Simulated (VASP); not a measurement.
Here is a VASP 6.6.1 calculation.

File INCAR:

```
PREC = Accurate ; ENCUT = 520
EDIFF = 1E-6 ; ISMEAR = 0
SIGMA = 0.1 ; LREAL = False
LASPH = True ; NELM = 80
ALGO = Normal ; ISIF = 2
LWAVE = False ; LCHARG = False
LDIPOL = True ; IDIPOL = 3
DIPOL = 0.5 0.5 0.498 ; NBANDS = 30
```

The input KPOINTS:

```
Automatic mesh
0
Gamma
  9 9 1
```

File POSCAR:

```
Ta
1.0
    3.2528501152      0.0000000000      0.0000000000
    0.0000000000      3.2528501152      0.0000000000
    0.0000000000      0.0000000000     18.8792751727
Ta
4
Direct
    0.5000000000      0.5000000000      0.3707769465
    0.0000000000      0.0000000000      0.4569256488
    0.5000000000      0.5000000000      0.5422268803
    0.0000000000      0.0000000000      0.6204367156
```

Potentials or basis: VASP PAW LDA potentials, release 64 (Ta_pv).

Launch:

```sh
$ cat potpaw_LDA.64/Ta_pv/POTCAR > POTCAR
$ mpirun -np 1 vasp_std > vasp.out
```

(1) What does it give for the band gap on the k mesh?

(2) Predict the largest force.

Answers

(1) zero (bands 22 and 23 overlap by 0.39 eV).

(2) 0.814 eV/Å.

Caveat: spin-orbit coupling is left out, which moves the levels of the heavy elements.
